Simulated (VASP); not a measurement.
Al: single point with PBEsol

Crystal: Al.

```
CELL_PARAMETERS angstrom
0.00000 1.98350 2.02398
1.98350 0.00000 2.02398
1.98350 1.98350 0.00000
ATOMIC_POSITIONS crystal
Al 0.00000 0.00000 0.00000
```

This cell differs from its parent crystal: equal xx and yy strain of -2 %.

| Property | Result |
| --- | --- |
| Program | VASP 6.6.1 |
| Task | single point |
| Functional | PBEsol |
| Potentials or basis | VASP PAW PBE potentials, release 64 (Al) |
| Cutoff | 520 eV |
| k mesh | 14 × 14 × 14 |
| Occupations | fermi-dirac, width 0.05 eV |
| Spin | no spin polarisation |
| Dipole correction | no |
| Further INCAR settings | ALGO = Normal; EDIFF = 1e-06; NBANDS = 8 |

| Quantity | Value |
| --- | --- |
| Pressure | 1.2 GPa |

Stress tensor (GPa, compression positive):
```
1.65 0.00 0.00
0.00 1.65 0.00
0.00 0.00 0.45
```

Levels at points of the mesh, in eV from the Fermi level:
```
           k point  band 1  band 2  band 3  band 4  band 5
(0.00, 0.00, 0.00)  -11.35   12.67   12.90   12.90   14.56
(0.50, 0.00, 0.00)   -4.71   -4.40   11.38   11.52   11.86
(0.50, 0.50, 0.00)   -3.18   -1.87    5.44    6.04    6.04
(0.50, 0.00, 0.50)   -2.88   -1.45    5.21    5.59    5.73
```

Wall time 11 s on 1 thread of Intel(R) Xeon(R) Platinum 8559C (Emerald Rapids), with other jobs on the host, peak memory 0.15 GiB.

Caveat: the cell differs from its parent crystal (equal xx and yy strain of -2 %); the PAW data sets were made with another functional, which shifts forces and pressure a little.
